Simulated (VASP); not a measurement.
Write the native input for VASP 6.6.1 that does the following.

- Task: single point
- Functional: PBE
- Potentials or basis: VASP PAW PBE potentials, release 64 (Ge_d)
- Cutoff: 520 eV
- k mesh: 10 × 6 × 6
- Occupations: gaussian, width 0.15 eV
- Spin: no spin polarisation
- Dipole correction: no
- Further INCAR settings: ALGO = Normal; EDIFF = 1e-07; NBANDS = 66

The structure of Ge lies in POSCAR:

```
Ge
1.0
   -4.0584862901      0.0000000000      0.0000000000
    0.0000000000      0.0000000000     -6.6930647500
    0.0000000000     -7.0295044562      0.0000000000
Ge
8
Direct
    0.0776151445      0.9372088633      0.3445290016
    0.5776151445      0.9372088633      0.8445290016
    0.4223848555      0.4372088633      0.1554709984
   -0.0776151445      0.4372088633      0.6554709984
   -0.0776151445      0.5627911367      0.3221376650
    0.4223848555      0.5627911367      0.8221376650
    0.5776151445      0.0627911367      0.1778623350
    0.0776151445      0.0627911367      0.6778623350
```

This cell differs from its parent crystal: atoms displaced along several vibrational modes.

These files were run (other wordings do the same):

INCAR

```
PREC = Accurate
ENCUT = 520
EDIFF = 1E-7
ISMEAR = 0
SIGMA = 0.15
LREAL = False
LASPH = True
NELM = 100
ALGO = Normal
ISIF = 2
LWAVE = False
LCHARG = False
GGA = PE
NBANDS = 66
KPAR = 4
```

KPOINTS

```
regular mesh
0
Gamma
  10 6 6
```

Potentials or basis: VASP PAW PBE potentials, release 64 (Ge_d).

Run with:

```sh
$ cat potpaw_PBE.64/Ge_d/POTCAR > POTCAR
$ mpirun -np 4 vasp_std > vasp.out
```

It gave:

```json
{"Pressure": "-0.7 GPa", "Largest force": "0.470 eV/Å", "Band gap on the k mesh": "zero (filled and empty bands touch)"}
```

Caveat: the cell differs from its parent crystal (atoms displaced along several vibrational modes); semilocal functionals underestimate gaps, and a narrow one can read as zero.

Wall time 5.9 min on 4 MPI ranks on Intel(R) Xeon(R) Platinum 8259CL CPU @ 2.50GHz (Skylake/Cascade Lake), on a shared host, peak memory 1 GiB a rank.
